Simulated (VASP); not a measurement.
Wanted: the native input for a VASP 6.6.1 run.

| Property | Result |
| --- | --- |
| Task | single point |
| Functional | RPBE |
| Potentials or basis | VASP PAW PBE potentials, release 64 (Na_pv, Cl) |
| Cutoff | 500 eV |
| k mesh | 6 × 6 × 6 |
| Occupations | gaussian, width 0.01 eV |
| Spin | no spin polarisation |
| Dipole correction | no |
| Further INCAR settings | ALGO = Normal; EDIFF = 1e-06; NBANDS = 14 |

The structure of NaCl lies in POSCAR:

```
NaCl
1.0
    0.0000000000      2.9206698837      2.9206698837
    2.9206698837      0.0000000000      2.9206698837
    2.9206698837      2.9206698837      0.0000000000
Na Cl
1 1
Direct
    0.0000000000      0.0000000000      0.0000000000
    0.5000000000      0.5000000000      0.5000000000
```

The input as run:

INCAR

```
SYSTEM = NaCl
  PREC = Accurate
  ENCUT = 500
  EDIFF = 1E-6
  ISMEAR = 0
  SIGMA = 0.01
  LREAL = .False.
  LASPH = .True.
  NELM = 120
  ALGO = Normal
  ISIF = 2
  LWAVE = .False.
  LCHARG = .True.
  GGA = RP
  LELF = .True.
  LVHAR = .True.
  NBANDS = 14
  GGA_COMPAT = .False.
```

KPOINTS

```
regular mesh
0
Gamma
  6 6 6
  0 0 0
```

Potentials or basis: VASP PAW PBE potentials, release 64 (Na_pv, Cl).

The run is started by

```bash
$ cat potpaw_PBE.64/Na_pv/POTCAR potpaw_PBE.64/Cl/POTCAR > POTCAR
$ mpirun -np 1 vasp_std > vasp.out
```

Results of the run:

The pressure is -0.1 GPa and the band gap on the k mesh is 5.05 eV.

Caveat: the PAW data sets were made with another functional, which shifts forces and pressure a little.

Run time: 24 s on 1 thread of Intel Xeon 8259CL (shared host), peak memory 0.16 GiB.
